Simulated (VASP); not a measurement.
# HfN (Fm-3m) in VASP: a series of runs, part 2 of 3

VASP 6.6.1. The steps go on from the part before.

## 3. Electric field gradients, LDA (volume scaled by 0.99)

Contents of INCAR:

```
SYSTEM = HfN
ALGO = Normal
EDIFF = 1E-8
ENCUT = 520
ISIF = 2
ISMEAR = -1
LASPH = .True.
LCHARG = .False.
LEFG = .True.
LREAL = .False.
LWAVE = .False.
NBANDS = 14
NELM = 80
PREC = Accurate
SIGMA = 0.03
```

Contents of KPOINTS:

```
k-points
0
Gamma
  10 10 10
  0 0 0
```

Contents of POSCAR:

```
HfN
1.0
    0.0000000000      2.2514447596      2.2514447596
    2.2514447596      0.0000000000      2.2514447596
    2.2514447596      2.2514447596      0.0000000000
Hf N
1 1
Direct
    0.0000000000      0.0000000000      0.0000000000
    0.5000000000      0.5000000000      0.5000000000
```

Potentials or basis: VASP PAW LDA potentials, release 64 (Hf_pv, N).

Run with:

```sh
$ cat potpaw_LDA.64/Hf_pv/POTCAR potpaw_LDA.64/N/POTCAR > POTCAR
$ mpirun -np 1 vasp_std > vasp.out
```

OUTCAR:

```text
SYSTEM = HfN
   EDIFF = 1E-8
   ENCUT = 520
   ISIF = 2
   ISMEAR = -1
   LASPH = .True.
   LREAL = .False.
   NELM = 80
   PREC = Accurate

 ion  position               nearest neighbor table
   1  0.000  0.000  0.000-   2 2.25   2 2.25   2 2.25   2 2.25   2 2.25   2 2.25
   2  0.500  0.500  0.500-   1 2.25   1 2.25   1 2.25   1 2.25   1 2.25   1 2.25

  LATTYP: Found a face centered cubic cell.
 ALAT       =     4.5028895192

  Lattice vectors:

 A1 = (   0.0000000000,   2.2514447596,   2.2514447596)
 A2 = (   2.2514447596,   0.0000000000,   2.2514447596)
 A3 = (   2.2514447596,   2.2514447596,   0.0000000000)

Analysis of symmetry for initial positions (statically):
=====================================================================
 Subroutine PRICEL returns:
 Original cell was already a primitive cell.

 Routine SETGRP: Setting up the symmetry group for a
 face centered cubic supercell.

 Subroutine GETGRP returns: Found 48 space group operations
[... 9 lines left out ...]

 Routine SETGRP: Setting up the symmetry group for a
 face centered cubic supercell.

 Subroutine GETGRP returns: Found 48 space group operations
[... 11 lines left out ...]
                                     Primitive cell

  volume of cell :      22.8252

  direct lattice vectors                    reciprocal lattice vectors
     0.000000000  2.251444760  2.251444760    -0.222079621  0.222079621  0.222079621
     2.251444760  0.000000000  2.251444760     0.222079621 -0.222079621  0.222079621
     2.251444760  2.251444760  0.000000000     0.222079621  0.222079621 -0.222079621

  length of vectors
     3.184023714  3.184023714  3.184023714     0.384653188  0.384653188  0.384653188

  position of ions in fractional coordinates (direct lattice)
     0.000000000  0.000000000  0.000000000
     0.500000000  0.500000000  0.500000000

  ion indices of the primitive-cell ions
   primitive index   ion index
                 1           1
                 2           2

----------------------------------------------------------------------------------------

 KPOINTS: k-points

Automatic generation of k-mesh.
 Grid dimensions read from file:
 generate k-points for:   10   10   10

 Generating k-lattice:

  Cartesian coordinates                     Fractional coordinates (reciprocal lattice)
    -0.022207962  0.022207962  0.022207962     0.100000000  0.000000000  0.000000000
     0.022207962 -0.022207962  0.022207962     0.000000000  0.100000000  0.000000000
     0.022207962  0.022207962 -0.022207962     0.000000000  0.000000000  0.100000000

  Length of vectors
     0.038465319  0.038465319  0.038465319

  Shift w.r.t. Gamma in fractional coordinates (k-lattice)
     0.000000000  0.000000000  0.000000000

 Subroutine IBZKPT returns following result:
 ===========================================

 Found     47 irreducible k-points:

 Following reciprocal coordinates:
            Coordinates               Weight
  0.000000  0.000000  0.000000      1.000000
  0.100000  0.000000  0.000000      8.000000
[... 50 lines left out ...]
   TEBEG  =    0.0;   TEEND  =   0.0 temperature during run
   PSTRESS=    0.0 pullay stress
   NELECT =      15.0000    total number of electrons
   NUPDOWN=      -1.0000    fix difference up-down
   EMIN   =  10.00;   EMAX   =-10.00  energy-range for DOS
   EFERMI =   0.00;   METHOD = LEGACY
   ISMEAR =    -1;   SIGMA  =   0.03  broadening in eV -4-tet -1-fermi 0-gaus
   EFERMI_NEDOS =   21; number of points for ismear=-14 and -15
   IALGO  =     38    algorithm
   IMIX   =      4    mixing-type and parameters
     AMIX     =   0.40;   BMIX     =  1.00
     AMIX_MAG =   1.60;   BMIX_MAG =  1.00
  volume/ion in A,a.u.               =      11.41        77.02
  Fermi-wavevector in a.u.,A,eV,Ry     =   1.423314  2.689673 27.562979  2.025822
  Thomas-Fermi vector in A             =   2.543924
   LORBIT       =      0    0 simple, 1 ext, 2 COOP (PROOUT), +10 PAW based schemes
   GGA     = CA    functional components
   LHFCALC =     F    Hartree Fock is set to
   AEXX    =    0.0000 exact exchange contribution
   IVDW    =     0    specifies the selected vdW correction
   LEPSILON=     F    determine dielectric tensor
   LRPA    =     F    only Hartree local field effects (RPA)
 non-spin polarized calculation
  energy-cutoff  :      520.00
  volume of cell :       22.83
 maximum number of plane-waves:       636
   NGX = 11   NGY = 11   NGZ = 11

 number of electron      14.9999998 magnetization

 Free energy of the ion-electron system (eV)
  ---------------------------------------------------
  ext. energy  EPLUGINS =         0.00000000
  ---------------------------------------------------
  free energy    TOTEN  =       -23.84896810 eV

  energy without entropy =      -23.84628984  energy(sigma->0) =      -23.84762897

 E-fermi :   8.3118     XC(G=0): -13.0314

 val. band max:        8.2804686182   @ k =  -0.4000   0.3000   0.0000
 cond. band min:       8.3259489159   @ k =  -0.1000   0.1000   0.0000
 fundamental gap:      0.0454802978
 Fermi energy:         8.3117816204

 k-point     1 :       0.0000    0.0000    0.0000
  band No.  band energies     occupation
      1     -22.6048      2.00000
      2     -22.6048      2.00000
      3     -22.6048      2.00000
      4      -9.0113      2.00000
      5       5.3169      2.00000
      6       5.3169      2.00000
      7       5.3169      2.00000
      8       7.8911      2.00000
      9       7.8911      2.00000
     10       7.8911      2.00000
     11      10.2204      0.00000
     12      10.2204      0.00000
     13      10.3686      0.00000
     14      17.9610      0.00000
[... 377 lines left out ...]
      1     -23.3209      2.00000
      2     -22.8854      2.00000
      3     -22.8545      2.00000
      4      -7.5654      2.00000
      5       1.7341      2.00000
      6       3.7055      2.00000
      7       4.2077      2.00000
      8       5.7939      2.00000
      9      12.3750      0.00000
     10      12.9330      0.00000
     11      13.0636      0.00000
     12      13.2428      0.00000
     13      17.5449      0.00000
     14      19.5642      0.00000

 [... further k-points ...]
[... 5 lines left out ...]
  --------------------------------------------------------------------------------------
  -------------------------------------------------------------------------------------
  Total       -1.1267962     -1.1267962     -1.1267962     -0.0000000      0.0000000      0.0000000
  in kB      -79.0937313    -79.0937313    -79.0937313     -0.0000000      0.0000000      0.0000000
  external PRESSURE =     -79.0937313 kB  Pullay stress =       0.0000000 kB

 VOLUME and BASIS-vectors are now :
 -----------------------------------------------------------------------------
  energy-cutoff  :      520.00
  volume of cell :       22.83
      direct lattice vectors                 reciprocal lattice vectors
     0.000000000  2.251444760  2.251444760    -0.222079621  0.222079621  0.222079621
     2.251444760  0.000000000  2.251444760     0.222079621 -0.222079621  0.222079621
     2.251444760  2.251444760  0.000000000     0.222079621  0.222079621 -0.222079621

 POSITION                                       TOTAL-FORCE (eV/Angst)
 -----------------------------------------------------------------------------------
      0.00000      0.00000      0.00000         0.000000      0.000000     -0.000000
      2.25144      2.25144      2.25144        -0.000000     -0.000000      0.000000
 -----------------------------------------------------------------------------------
    total drift:                                0.000000     -0.000000     -0.000000

  FREE ENERGIE OF THE ION-ELECTRON SYSTEM (eV)
  ---------------------------------------------------
  free  energy   TOTEN  =       -23.8489680961 eV

  energy  without entropy=      -23.8462898421  energy(sigma->0) =      -23.84762897

 Electric field gradients (V/A^2)
---------------------------------------------------------------------
 ion       V_xx      V_yy      V_zz      V_xy      V_xz      V_yz
---------------------------------------------------------------------
   1       0.000    -0.000    -0.000    -0.000    -0.000    -0.000
   2      -0.000    -0.000    -0.000    -0.001    -0.001    -0.001
---------------------------------------------------------------------

 Electric field gradients after diagonalization (V/A^2)
 (convention: |V_zz| > |V_xx| > |V_yy|)
----------------------------------------------------------------------
 ion       V_xx      V_yy      V_zz     asymmetry (V_yy - V_xx)/ V_zz
----------------------------------------------------------------------
   1       0.000     0.000    -0.001       0.000
   2       0.001     0.001    -0.001       0.000
----------------------------------------------------------------------

           NMR quadrupolar parameters

 Cq : quadrupolar parameter    Cq=e*Q*V_zz/h
 eta: asymmetry parameters     (V_yy - V_xx)/ V_zz
 Q  : nuclear electric quadrupole moment in mb (millibarn)
----------------------------------------------------------------------
 ion       Cq(MHz)       eta       Q (mb)
----------------------------------------------------------------------
   1      -0.000       0.000       1.000
   2      -0.000       0.000       1.000
----------------------------------------------------------------------
```

OSZICAR:

```text
N       E                     dE             d eps       ncg     rms          rms(c)
DAV:   1     0.344129881753E+02    0.34413E+02   -0.77590E+03  1316   0.100E+03
DAV:   2    -0.251399018955E+02   -0.59553E+02   -0.55783E+02  1762   0.224E+02
DAV:   3    -0.268302843703E+02   -0.16904E+01   -0.16846E+01  1522   0.303E+01
DAV:   4    -0.268362645816E+02   -0.59802E-02   -0.59758E-02  1568   0.216E+00
DAV:   5    -0.268363076858E+02   -0.43104E-04   -0.43103E-04  1514   0.147E-01    0.512E+01
DAV:   6    -0.240069057490E+02    0.28294E+01   -0.84611E+00  1406   0.220E+01    0.440E+01
DAV:   7    -0.238875867839E+02    0.11932E+00   -0.47830E-01  1646   0.521E+00    0.273E+01
DAV:   8    -0.238542683327E+02    0.33318E-01   -0.12705E-01  1634   0.289E+00    0.526E+00
DAV:   9    -0.238491015565E+02    0.51668E-02   -0.13211E-02  1538   0.922E-01    0.188E+00
DAV:  10    -0.238489929206E+02    0.10864E-03   -0.81948E-04  1682   0.249E-01    0.326E-01
DAV:  11    -0.238489686990E+02    0.24222E-04   -0.61182E-05  1478   0.714E-02    0.567E-02
DAV:  12    -0.238489680966E+02    0.60241E-06   -0.60007E-06  1774   0.207E-02    0.569E-03
DAV:  13    -0.238489680961E+02    0.49477E-09   -0.70240E-08  1416   0.254E-03
   1 F= -.23848968E+02 E0= -.23847629E+02  d E =-.267825E-02
```

stdout:

```text
POSCAR found type information on POSCAR HfN
 POSCAR found :  2 types and       2 ions
 scaLAPACK will be used
 LDA part: xc-table for (Slater(with rela. corr.)+CA(PZ))
 , standard interpolation
 POSCAR, INCAR and KPOINTS ok, starting setup
 FFT: planning ... GRIDC
 FFT: planning ... GRID_SOFT
 FFT: planning ... GRID
 WAVECAR not read
 entering main loop
ion   1

ion   2
```

It took 19 s on 1 thread of Intel Xeon 8259CL, shared host; peak memory 0.14 GiB.

What came out:

```
Free energy : -23.8490 eV
Pressure    : -7.9 GPa
```

Levels at points of the mesh, in eV from the Fermi level:
```csv
k point,band 6,band 7,band 8,band 9,band 10,band 11
"(0.00, 0.00, 0.00)",-2.99,-2.99,-0.42,-0.42,-0.42,1.91
"(0.50, 0.00, 0.00)",-6.23,-6.23,3.29,3.69,3.69,4.58
"(0.50, 0.50, 0.00)",-3.89,-3.64,-3.64,4.07,5.55,5.55
```

Caveat: without QUAD_EFG the Cq values of the log hold for a quadrupole moment of 1 mb, not for the nuclei; spin-orbit coupling is left out, which moves the levels of the heavy elements.

(Continued in part 3 of 3.)
